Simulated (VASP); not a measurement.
Set up this calculation in VASP 6.6.1, as the native input.

```
Task                   : single point
Functional             : PBEsol
Potentials or basis    : VASP PAW PBE potentials, release 64 (W_sv)
Cutoff                 : 520 eV
k mesh                 : 7 × 4 × 4
Occupations            : methfessel-paxton, width 0.1 eV
Spin                   : no spin polarisation
Dipole correction      : no
Further INCAR settings : ALGO = Normal; EDIFF = 1e-06; NBANDS = 36
```

The structure of W lies in POSCAR:

```
W
1.0
    2.8096620000      0.0000000000      0.0000000000
    0.0000000000      4.8638700000      0.0000000000
    0.0000000000      0.0000000000      4.9236950000
W
4
Direct
    0.7931720008      0.5631570005      0.2500000000
    0.2068279992      0.0631570005      0.2500000000
    0.2068279992      0.4368429995      0.7500000000
    0.7931720008      0.9368429995      0.7500000000
```

One way to write it, as run:

INCAR

```
SYSTEM = W
ALGO = Normal
EDIFF = 1E-6
ENCUT = 520
GGA = PS
ISIF = 2
ISMEAR = 1
LASPH = .True.
LCHARG = .False.
LREAL = .False.
LWAVE = .False.
NBANDS = 36
NELM = 80
PREC = Accurate
SIGMA = 0.1
```

KPOINTS

```
k-points
0
Gamma
  7 4 4
  0 0 0
```

Potentials or basis: VASP PAW PBE potentials, release 64 (W_sv).

The run is started by

```bash
$ cat potpaw_PBE.64/W_sv/POTCAR > POTCAR
$ mpirun -np 1 vasp_std > vasp.out
```

It gave:

* Pressure: -10.2 GPa
* Largest force: 0.103 eV/Å
* Band gap on the k mesh: zero (band 28 reaches 10.59 eV, above the bottom of band 29 at 9.68 eV)

Caveat: the PAW data sets were made with another functional, which shifts forces and pressure a little; spin-orbit coupling is left out, which moves the levels of the heavy elements.

Wall time 45 s on 1 thread of Intel(R) Xeon(R) Platinum 8488C (Sapphire Rapids) (shared host), peak memory 0.21 GiB.
